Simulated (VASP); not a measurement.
# Nb (P6_3/mmc) in VASP: further runs

Nb is run at these levels: PBE; tasks: density of states.

All numbers are computed with VASP 6.6.1; they aren't measurements. Logs are shortened: lines on timing, memory, paths and dates and some standing lists are left out, and cuts for length are marked.

**1. The cell of the first run**

Symmetry: P6_3/mmc, No. 194, hexagonal system. The conventional cell has a = 2.278 Å, b = 2.278 Å, c = 3.739 Å, α = 90.00°, β = 90.00°, γ = 120.00°. Within 3.0 Å of Nb (site symmetry -6m2) lie 12 Nb at 2.28 to 2.29 Å.

**2. Density of states, PBE (volume scaled by 0.45)**

Input file POSCAR:

```
Nb
1.0
    2.2778102278      0.0000000000      0.0000000000
   -1.1389051139      1.9726415223      0.0000000000
    0.0000000000      0.0000000000      3.7388271824
Nb
2
Direct
    0.3333333333      0.6666666667      0.2500000000
    0.6666666667      0.3333333333      0.7500000000
```

Input file INCAR.step1:

```
SYSTEM = Nb
PREC = Accurate
ENCUT = 520
EDIFF = 1E-6
ISMEAR = -1
SIGMA = 0.05
LREAL = .FALSE.
LASPH = .TRUE.
NELM = 80
ALGO = Normal
ISIF = 2
LWAVE = .FALSE.
LCHARG = .TRUE.
LMAXMIX = 4
GGA = PE
NBANDS = 20
```

Input file KPOINTS.step1:

```
Automatic mesh
0
G
  16 16 9
  0 0 0
```

Input file INCAR.step2:

```
SYSTEM = Nb
PREC = Accurate
ENCUT = 520
EDIFF = 1E-6
ISMEAR = -5
SIGMA = 0.05
LREAL = .FALSE.
LASPH = .TRUE.
NELM = 80
ALGO = Normal
ISIF = 2
LWAVE = .FALSE.
LCHARG = .FALSE.
LMAXMIX = 4
GGA = PE
LORBIT = 11
NBANDS = 20
NEDOS = 1001
ICHARG = 11
```

Input file KPOINTS.step2:

```
Automatic mesh
0
G
  24 24 14
  0 0 0
```

Potentials or basis: VASP PAW PBE potentials, release 64 (Nb_sv).

The run is started by

```console
$ cat potpaw_PBE.64/Nb_sv/POTCAR > POTCAR
$ cp INCAR.step1 INCAR
$ cp KPOINTS.step1 KPOINTS
$ mpirun -np 1 vasp_std > vasp.out
$ cp INCAR.step2 INCAR
$ cp KPOINTS.step2 KPOINTS
$ mpirun -np 1 vasp_std > vasp.out
```

OUTCAR:

```text
SYSTEM = Nb
   PREC = Accurate
   ENCUT = 520
   EDIFF = 1E-6
   ISMEAR = -5
   LREAL = .FALSE.
   LASPH = .TRUE.
   NELM = 80
   ISIF = 2
   GGA = PE
   LORBIT = 11
   ICHARG = 11

 ion  position               nearest neighbor table
   1  0.333  0.667  0.250-   2 2.29   2 2.29   2 2.29   2 2.29   2 2.29   2 2.29
   2  0.667  0.333  0.750-   1 2.29   1 2.29   1 2.29   1 2.29   1 2.29   1 2.29

  LATTYP: Found a hexagonal cell.
 ALAT       =     2.2778102278
 C/A-ratio  =     1.6414129398

  Lattice vectors:

 A1 = (   2.2778102278,   0.0000000000,   0.0000000000)
 A2 = (  -1.1389051139,   1.9726415223,   0.0000000000)
 A3 = (   0.0000000000,   0.0000000000,   3.7388271824)

Analysis of symmetry for initial positions (statically):
=====================================================================
 Subroutine PRICEL returns:
 Original cell was already a primitive cell.

 Routine SETGRP: Setting up the symmetry group for a
 hexagonal supercell.

 Subroutine GETGRP returns: Found 24 space group operations
 (whereof 12 operations were pure point group operations)
 out of a pool of 24 trial point group operations.

The static configuration has the point symmetry D_3d.
 The point group associated with its full space group is D_6h.

Analysis of symmetry for dynamics (positions and initial velocities):
=====================================================================
 Subroutine PRICEL returns:
 Original cell was already a primitive cell.

 Routine SETGRP: Setting up the symmetry group for a
 hexagonal supercell.

 Subroutine GETGRP returns: Found 24 space group operations
 (whereof 12 operations were pure point group operations)
 out of a pool of 24 trial point group operations.

The dynamic configuration has the point symmetry D_3d.
 The point group associated with its full space group is D_6h.

 Subroutine INISYM returns: Found 24 space group operations
 (whereof 12 operations are pure point group operations),
 and found     1 'primitive' translations

----------------------------------------------------------------------------------------

                                     Primitive cell

  volume of cell :      16.7997

  direct lattice vectors                    reciprocal lattice vectors
     2.277810228  0.000000000  0.000000000     0.439018136  0.253467239  0.000000000
    -1.138905114  1.972641522  0.000000000     0.000000000  0.506934478  0.000000000
     0.000000000  0.000000000  3.738827182     0.000000000  0.000000000  0.267463552

  length of vectors
[... 83 lines left out ...]
   NELM   =     80;   NELMIN=  2; NELMDL=  0     # of ELM steps
   EDIFF  = 0.1E-05   stopping-criterion for ELM
   LREAL  =      F    real-space projection
   EDIFFG = 0.1E-04   stopping-criterion for IOM
   NSW    =      0    number of steps for IOM
   IBRION =     -1    ionic relax: 0-MD 1-quasi-New 2-CG
   NFREE  =      0    steps in history (QN), initial steepest desc. (CG)
   ISIF   =      2    stress and relaxation
   ISYM   =      2    0-nonsym 1-usesym 2-fastsym
   POTIM  = 0.5000    time-step for ionic-motion
   TEBEG  =    0.0;   TEEND  =   0.0 temperature during run
   PSTRESS=    0.0 pullay stress
   NELECT =      26.0000    total number of electrons
   NUPDOWN=      -1.0000    fix difference up-down
   EMIN   =  10.00;   EMAX   =-10.00  energy-range for DOS
   EFERMI =   0.00;   METHOD = LEGACY
   ISMEAR =    -5;   SIGMA  =   0.05  broadening in eV -4-tet -1-fermi 0-gaus
   EFERMI_NEDOS =   21; number of points for ismear=-14 and -15
   IALGO  =     38    algorithm
   IMIX   =      4    mixing-type and parameters
     AMIX     =   0.40;   BMIX     =  1.00
     AMIX_MAG =   1.60;   BMIX_MAG =  1.00
  volume/ion in A,a.u.               =       8.40        56.68
  Fermi-wavevector in a.u.,A,eV,Ry     =   1.893647  3.578473 48.789092  3.585897
  Thomas-Fermi vector in A             =   2.934292
   LORBIT       =     11    0 simple, 1 ext, 2 COOP (PROOUT), +10 PAW based schemes
   GGA     = PE    functional components
   LHFCALC =     F    Hartree Fock is set to
   AEXX    =    0.0000 exact exchange contribution
   IVDW    =     0    specifies the selected vdW correction
   LEPSILON=     F    determine dielectric tensor
   LRPA    =     F    only Hartree local field effects (RPA)
 non-spin polarized calculation
 Fermi weights with tetrahedron method with Bloechl corrections
  energy-cutoff  :      520.00
  volume of cell :       16.80
 maximum number of plane-waves:       470
 NGX is ok and might be reduce to    18

 number of electron      26.0000001 magnetization

 Free energy of the ion-electron system (eV)
  ---------------------------------------------------
  ext. energy  EPLUGINS =         0.00000000
  ---------------------------------------------------
  free energy    TOTEN  =        -1.40500282 eV

  energy without entropy =       -1.40500282  energy(sigma->0) =       -1.40500282

 E-fermi :  26.8061     XC(G=0): -17.0196

 val. band max:       26.9031927993   @ k =   0.1667   0.0000   0.0000
 cond. band min:      26.4961702103   @ k =   0.3333   0.1667   0.5000
 fundamental gap:     -0.4070225890
 Fermi energy:        26.8061084164

 k-point     1 :       0.0000    0.0000    0.0000
  band No.  band energies     occupation
      1     -31.3070      2.00000
      2     -28.2187      2.00000
      3     -10.4734      2.00000
      4      -1.7721      2.00000
      5      -1.7721      2.00000
      6      -0.6490      2.00000
[... 541 lines left out ...]
     19      38.9055      0.00000
     20      43.3449      0.00000

 [... further k-points ...]
[... 5 lines left out ...]
  --------------------------------------------------------------------------------------
  -------------------------------------------------------------------------------------
  Total       56.4753004     56.4753004     56.2805929      0.0000000      0.0000000      0.0000000
  in kB     5386.0208655   5386.0208656   5367.4517101      0.0000000      0.0000000      0.0000000
  external PRESSURE =    5379.8311471 kB  Pullay stress =       0.0000000 kB

 VOLUME and BASIS-vectors are now :
 -----------------------------------------------------------------------------
  energy-cutoff  :      520.00
  volume of cell :       16.80
      direct lattice vectors                 reciprocal lattice vectors
     2.277810228  0.000000000  0.000000000     0.439018136  0.253467239  0.000000000
    -1.138905114  1.972641522  0.000000000     0.000000000  0.506934478  0.000000000
     0.000000000  0.000000000  3.738827182     0.000000000  0.000000000  0.267463552

 POSITION                                       TOTAL-FORCE (eV/Angst)
 -----------------------------------------------------------------------------------
     -0.00000      1.31509      0.93471         0.000000     -0.000000      0.000000
      1.13891      0.65755      2.80412        -0.000000      0.000000      0.000000
 -----------------------------------------------------------------------------------
    total drift:                               -0.000000      0.000000     -0.000000

  FREE ENERGIE OF THE ION-ELECTRON SYSTEM (eV)
  ---------------------------------------------------
  free  energy   TOTEN  =        -1.4050028165 eV

  energy  without entropy=       -1.4050028165  energy(sigma->0) =       -1.40500282

 total charge

# of ion       s       p       d       tot
------------------------------------------
    1        2.339   6.107   4.537  12.983
    2        2.339   6.107   4.537  12.983
--------------------------------------------------
tot          4.678  12.213   9.074  25.966
```

OSZICAR.step1:

```text
N       E                     dE             d eps       ncg     rms          rms(c)
DAV:   1     0.370232342427E+03    0.37023E+03   -0.15003E+04  6016   0.152E+03
DAV:   2     0.214900024479E+02   -0.34874E+03   -0.34005E+03  6196   0.611E+02
DAV:   3    -0.343485812964E+00   -0.21833E+02   -0.20782E+02 11140   0.125E+02
DAV:   4    -0.131109370940E+01   -0.96761E+00   -0.92993E+00  8264   0.211E+01
DAV:   5    -0.135392628500E+01   -0.42833E-01   -0.42394E-01  9264   0.402E+00    0.389E+01
DAV:   6    -0.124260656877E+01    0.11132E+00   -0.56387E-01 11500   0.664E+00    0.200E+01
DAV:   7    -0.138476129045E+01   -0.14215E+00   -0.57830E-01 11500   0.596E+00    0.230E+00
DAV:   8    -0.142013522703E+01   -0.35374E-01   -0.11305E-01  7044   0.353E+00    0.711E-01
DAV:   9    -0.142035185672E+01   -0.21663E-03   -0.96786E-03  8876   0.988E-01    0.242E-01
DAV:  10    -0.142061353378E+01   -0.26168E-03   -0.10159E-03  8652   0.395E-01    0.772E-02
DAV:  11    -0.142057998911E+01    0.33545E-04   -0.84276E-05  7420   0.931E-02    0.521E-03
DAV:  12    -0.142058593076E+01   -0.59417E-05   -0.26192E-05 11756   0.408E-02    0.148E-02
DAV:  13    -0.142058636706E+01   -0.43630E-06   -0.52672E-07  4892   0.856E-03
   1 F= -.14205864E+01 E0= -.14163736E+01  d E =-.842554E-02
```

Wall time 2.3 min (1 thread of Intel Xeon Platinum 8259CL at 2.50GHz (Skylake/Cascade Lake), shared host); peak memory 0.26 GiB.

Results:

```yaml
Valence_electrons_inside_the_program's_atomic_spheres: Nb 12.98
```

Levels at points of the mesh, in eV from the Fermi level:
```
           k point  band 11  band 12  band 13  band 14  band 15  band 16
(0.00, 0.00, 0.00)    -2.36    -2.02    -2.02    -0.05    -0.05     2.06
(0.50, 0.00, 0.00)    -6.03    -2.65     0.87     2.22     4.30    10.97
(0.00, 0.00, 0.50)    -2.15    -2.15    -2.15    -2.15     2.45     2.45
(0.50, 0.00, 0.50)    -7.27    -7.27     2.55     2.55     7.08     7.08
```

Caveat: the cell differs from its parent crystal (volume scaled by 0.45); tetrahedron occupations give inexact forces and stress in metals.

**3. Density of states, PBE**

This run uses another cell than the first one, of 18.67 Å³/atom, 2.222 times its volume.

Input file POSCAR:

```
Nb
1.0
    2.8683794126      0.0000000000      0.0000000000
   -1.4341897063      2.4840894390      0.0000000000
    0.0000000000      0.0000000000      5.2394386757
Nb
2
Direct
    0.3333333333      0.6666666667      0.2500000000
    0.6666666667      0.3333333333      0.7500000000
```

Input file INCAR.step1:

```
PREC = Accurate ; ENCUT = 520
EDIFF = 1E-6 ; ISMEAR = -1
SIGMA = 0.05 ; LREAL = False
LASPH = True ; NELM = 80
ALGO = Normal ; ISIF = 2
LWAVE = False ; LCHARG = True
LMAXMIX = 4 ; GGA = PE
NBANDS = 20
```

Input file KPOINTS.step1:

```
regular mesh
0
Gamma
  16 16 9
```

Input file INCAR.step2:

```
PREC = Accurate ; ENCUT = 520
EDIFF = 1E-6 ; ISMEAR = -5
SIGMA = 0.05 ; LREAL = False
LASPH = True ; NELM = 80
ALGO = Normal ; ISIF = 2
LWAVE = False ; LCHARG = False
LMAXMIX = 4 ; GGA = PE
LORBIT = 10 ; NBANDS = 20
NEDOS = 1001 ; ICHARG = 11
```

Input file KPOINTS.step2:

```
regular mesh
0
Gamma
  24 24 14
```

Potentials or basis: VASP PAW PBE potentials, release 64 (Nb_sv).

The run is started by

```console
$ cat potpaw_PBE.64/Nb_sv/POTCAR > POTCAR
$ cp INCAR.step1 INCAR
$ cp KPOINTS.step1 KPOINTS
$ mpirun -np 1 vasp_std > vasp.out
$ cp INCAR.step2 INCAR
$ cp KPOINTS.step2 KPOINTS
$ mpirun -np 1 vasp_std > vasp.out
```

It took 3.7 min on 1 thread of Intel Xeon 6975P-C, shared host; peak memory 0.4 GiB.

The run converged. Its results:

```
Valence electrons inside the program's atomic spheres : Nb 10.69
```

Levels at points of the mesh, in eV from the Fermi level:
```
           k point  band 11  band 12  band 13  band 14  band 15  band 16
(0.00, 0.00, 0.00)    -0.97     0.32     0.32     0.43     0.76     0.76
(0.50, 0.00, 0.00)    -3.24    -0.52     0.26     0.37     0.73     4.43
(0.00, 0.00, 0.50)    -1.24    -1.24     0.38     0.38     0.38     0.38
(0.50, 0.00, 0.50)    -2.37    -2.37     2.06     2.06     2.20     2.20
```

Caveat: tetrahedron occupations give inexact forces and stress in metals.
